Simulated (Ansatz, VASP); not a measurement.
# Sn4Se3 in VASP and in Ansatz

```
CELL_PARAMETERS angstrom
4.20411 0.00000 0.00000
-2.10205 3.64087 0.00000
0.00000 0.00000 25.29792
ATOMIC_POSITIONS crystal
Sn 0.66667 0.33333 0.29647
Sn 0.33333 0.66667 0.43216
Sn 0.00000 0.00000 0.56784
Sn 0.66667 0.33333 0.70353
Se 0.00000 0.00000 0.36431
Se 0.66667 0.33333 0.50000
Se 0.33333 0.66667 0.63569
```

Alike in both runs: task single point; functional PBEsol; k mesh 9 × 9 × 1; occupations gaussian, width 0.05 eV; no spin polarisation.

|  | VASP | Ansatz |
| --- | --- | --- |
| version | VASP 6.6.1 | Ansatz 0.2.0 |
| potentials or method | VASP PAW PBE potentials, release 64 (Sn_d, Se), cutoff 520 eV | scalar-relativistic, plane waves, PAW |
| valence electrons in the cell | 74 | 104 |

|  | VASP | Ansatz | Ansatz less VASP |
| --- | --- | --- | --- |
| gap on the k mesh at the Fermi level (eV) | none | none | - |
| rms of the force components (eV/Å) | 0.166 | 0.169 | +0.0028 |
| work function, face that differs most (eV) | 3.63 | 3.63 | -0.004 |

VASP's potentials were made for PBE, not for PBEsol. A gap of «none» marks a metal or a gap that the smearing closes. With one functional, cell and mesh, what is left measures potentials, basis and numerics. VASP's potentials hold 74 valence electrons a cell and Ansatz's 104, so a difference there can come from the potentials and not from the codes.
